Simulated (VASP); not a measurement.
A run of VASP 6.6.1 is set up as follows.

File INCAR:

```
  PREC = Accurate
  ENCUT = 520
  EDIFF = 1E-6
  ISMEAR = 1
  SIGMA = 0.051
  LREAL = F
  LASPH = T
  NELM = 100
  ALGO = Normal
  ISIF = 2
  LWAVE = F
  LCHARG = F
  GGA = PE
  NBANDS = 20
```

KPOINTS

```
Automatic mesh
0
Gamma
  10 10 4
```

POSCAR

```
S
1.0
    2.3068900000      1.5739860000      0.0000000000
    2.3068900000     -1.5739860000      0.0000000000
    0.0000000000      0.0000000000     -7.2460060000
S
4
Direct
    0.1940000000      0.8060000000      0.8720000000
    0.3060000000      0.6940000000      0.3720000000
    0.8060000000      0.1940000000      0.1280000000
    0.6940000000      0.3060000000      0.6280000000
```

Potentials or basis: VASP PAW PBE potentials, release 64 (S).

Run with:

```bash
$ cat potpaw_PBE.64/S/POTCAR > POTCAR
$ mpirun -np 1 vasp_std > vasp.out
```

**Question.** What does it give for the band gap on the k mesh?

**Answer.** Zero (band 12 reaches 12.14 eV, above the bottom of band 13 at 7.93 eV).

**Question.** What does it give for the largest force?

**Answer.** 0.463 eV/Å.

**Question.** What does it give for the pressure?

**Answer.** 25.9 GPa.

Stress tensor (GPa, compression positive):
```
31.84  0.00  0.00
 0.00 19.25  0.00
 0.00  0.00 26.56
```
